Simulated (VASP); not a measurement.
Wanted: the native input for a VASP 6.6.1 run.

```yaml
Task: single point
Functional: PBEsol
Potentials_or_basis: VASP PAW PBE potentials, release 64 (Cd, Se)
Cutoff: 520 eV
k_mesh: 6 × 6 × 6
Occupations: gaussian, width 0.01 eV
Spin: no spin polarisation
Dipole_correction: no
Further_INCAR_settings: ALGO = Normal; EDIFF = 1e-07; NBANDS = 16
```

The structure of CdSe lies in POSCAR:

```
CdSe
1.0
    0.0000000000      2.9861114626      2.9861114626
    2.9861114626      0.0000000000      2.9861114626
    2.9861114626      2.9861114626      0.0000000000
Cd Se
1 1
Direct
    0.0000000000      0.0000000000      0.0000000000
    0.7500000000      0.7500000000      0.7500000000
```

The input as run:

INCAR

```
PREC = Accurate
ENCUT = 520
EDIFF = 1E-7
ISMEAR = 0
SIGMA = 0.01
LREAL = F
LASPH = T
NELM = 80
ALGO = Normal
ISIF = 2
LWAVE = F
LCHARG = F
GGA = PS
NBANDS = 16
```

KPOINTS

```
regular mesh
0
Gamma
  6 6 6
```

Potentials or basis: VASP PAW PBE potentials, release 64 (Cd, Se).

Command:

```console
$ cat potpaw_PBE.64/Cd/POTCAR potpaw_PBE.64/Se/POTCAR > POTCAR
$ mpirun -np 1 vasp_std > vasp.out
```

Results of the run:

The pressure is 3.7 GPa. The band gap on the k mesh is 0.59 eV, direct.

Caveat: the PAW data sets were made with another functional, which shifts forces and pressure a little.

Wall time 29 s on 1 thread of AMD EPYC 7R13 Processor (Zen 3), on a shared host, peak memory 0.15 GiB.
